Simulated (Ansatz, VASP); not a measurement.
One calculation of PtSe2, two programs

Contents of INCAR:

```
  PREC = Accurate
  ENCUT = 520
  EDIFF = 1E-6
  ISMEAR = 0
  SIGMA = 0.05
  LREAL = False
  LASPH = True
  NELM = 60
  ALGO = Normal
  ISIF = 2
  LWAVE = False
  LCHARG = False
  LDIPOL = True
  IDIPOL = 3
  DIPOL = 0.5 0.5 0.395
  GGA = PE
  IVDW = 12
  NBANDS = 31
```

The input KPOINTS:

```
regular mesh
0
Gamma
  9 9 1
```

The input POSCAR:

```
PtSe2
1.0
    3.7070358035      0.0000000000      0.0000000000
   -1.8535179017      3.2103871786      0.0000000000
    0.0000000000      0.0000000000     22.7981617435
Se Pt
4 2
Direct
    0.6666666667      0.3333333333      0.1973843352
    0.3333333333      0.6666666667      0.3135814612
    0.5000000000      1.0000000000      0.4763138798
    0.8333333333      0.6666666667      0.5925110057
    0.0000000000      0.0000000000      0.2554828982
    1.1666666667      1.3333333333      0.5344124428
```

Input for Ansatz:

```yaml
crystal:
  lattice:
    - [3.7070358035, 0.0, 0.0]
    - [-1.8535179017, 3.2103871786, 0.0]
    - [0.0, 0.0, 22.7981617435]
  atoms:
    - { symbol: Se, position: [0.6666666667, 0.3333333333, 0.1973843352] }
    - { symbol: Pt, position: [0.0, 0.0, 0.2554828982] }
    - { symbol: Se, position: [0.3333333333, 0.6666666667, 0.3135814612] }
    - { symbol: Se, position: [0.5, 1.0, 0.4763138798] }
    - { symbol: Pt, position: [1.1666666667, 1.3333333333, 0.5344124428] }
    - { symbol: Se, position: [0.8333333333, 0.6666666667, 0.5925110057] }
basis:
  ecutwfc: 420
kpoints:
  mp_grid: { grid: [9, 9, 1] }
hamiltonian:
  xc: pbe
  pseudopotentials: { kind: paw, azcp: { folder: soft_1 } }
  dispersion: d3bj
scf:
  occupations: { method: gaussian, width: 0.05 }
output:
  forces: true
  eigenvalues: true
efield:
  axis: 3
  dipole_correction: true
  ramp_width: 0.04
```

Alike in both runs: task single point; functional PBE; dispersion D3(BJ); k mesh 9 × 9 × 1; occupations gaussian, width 0.05 eV; no spin polarisation.

|  | VASP | Ansatz |
| --- | --- | --- |
| version | VASP 6.6.1 | Ansatz 0.2.0 |
| potentials or method | VASP PAW PBE potentials, release 64 (Se, Pt), cutoff 520 eV | scalar-relativistic, plane waves, PAW |
| valence electrons in the cell | 44 | 100 |

VASP gave:

| Property | Result |
| --- | --- |
| gap on the k mesh at the Fermi level (eV) | 1.03 |
| least direct gap on the mesh (eV) | 1.20 |
| rms of the force components (eV/Å) | 0.029 |

Question: Estimate Ansatz's values.

Answer: gap on the k mesh at the Fermi level (eV): 1.04; least direct gap on the mesh (eV): 1.21; rms of the force components (eV/Å): 0.029.

VASP's potentials hold 44 valence electrons a cell and Ansatz's 100, so a difference there can come from the potentials and not from the codes.

Spin-orbit coupling is off throughout.
